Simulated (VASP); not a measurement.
A run of VASP 6.6.1:

INCAR

```
SYSTEM = FeSi2
PREC = Accurate
ENCUT = 520
EDIFF = 1E-8
ISMEAR = -1
SIGMA = 0.15
LREAL = .False.
LASPH = .True.
NELM = 100
ALGO = Normal
ISIF = 2
LWAVE = .False.
LCHARG = .False.
GGA = PS
IBRION = 8
NSW = 1
```

The input KPOINTS:

```
Automatic mesh
0
Gamma
  16 16 8
  0 0 0
```

Contents of POSCAR:

```
FeSi2
1.0
    2.6317102002      0.0000000000      0.0000000000
    0.0000000000      2.6317102002      0.0000000000
    0.0000000000      0.0000000000      5.0491116213
Fe Si
1 2
Direct
    0.0000000000      0.0000000000      0.0000000000
    0.5000000000      0.5000000000      0.2731354307
    0.5000000000      0.5000000000      0.7268645693
```

Potentials or basis: VASP PAW PBE potentials, release 64 (Fe, Si).

Command:

```bash
$ cat potpaw_PBE.64/Fe/POTCAR potpaw_PBE.64/Si/POTCAR > POTCAR
$ mpirun -np 1 vasp_std > vasp.out
```

Hardware: 1 thread of AMD EPYC 9R45 96-Core Processor (Zen 5) (shared host).

Question: How long does it take, and how much memory?

Answer: Run time: 6.5 min on 1 thread of AMD EPYC 9R45 96-Core Processor (Zen 5), on a shared host, peak memory 0.75 GiB. Counts: scf iterations 70, k points 225.
